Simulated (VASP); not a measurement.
Here is a VASP 6.6.1 calculation.

Contents of INCAR:

```
  PREC = Accurate
  ENCUT = 520
  EDIFF = 1E-6
  ISMEAR = -1
  SIGMA = 0.05
  LREAL = False
  LASPH = True
  NELM = 80
  ALGO = Fast
  ISIF = 2
  LWAVE = False
  LCHARG = False
  GGA = RP
  IVDW = 12
  NBANDS = 13
```

The input KPOINTS:

```
regular mesh
0
Gamma
  11 11 11
```

The input POSCAR:

```
W
1.0
    0.0000000000      1.9292429210      1.9292429210
    1.9292429210      0.0000000000      1.9292429210
    1.9292429210      1.9292429210      0.0000000000
W
1
Direct
    0.0000000000      0.0000000000      0.0000000000
```

Potentials or basis: VASP PAW PBE potentials, release 64 (W_sv).

Launch:

```sh
$ cat potpaw_PBE.64/W_sv/POTCAR > POTCAR
$ mpirun -np 1 vasp_std > vasp.out
```

**Question.** Predict the dispersion energy per atom.

**Answer.** -5.267 eV.

**Question.** Estimate the pressure.

**Answer.** 1.2 GPa.

**Question.** What does it give for the band gap on the k mesh?

**Answer.** Zero (band 7 reaches 15.99 eV, above the bottom of band 8 at 11.75 eV).

Caveat: the PAW data sets were made with another functional, which shifts forces and pressure a little; spin-orbit coupling is left out, which moves the levels of the heavy elements; pairwise dispersion overbinds metals, which lowers pressure and volume.
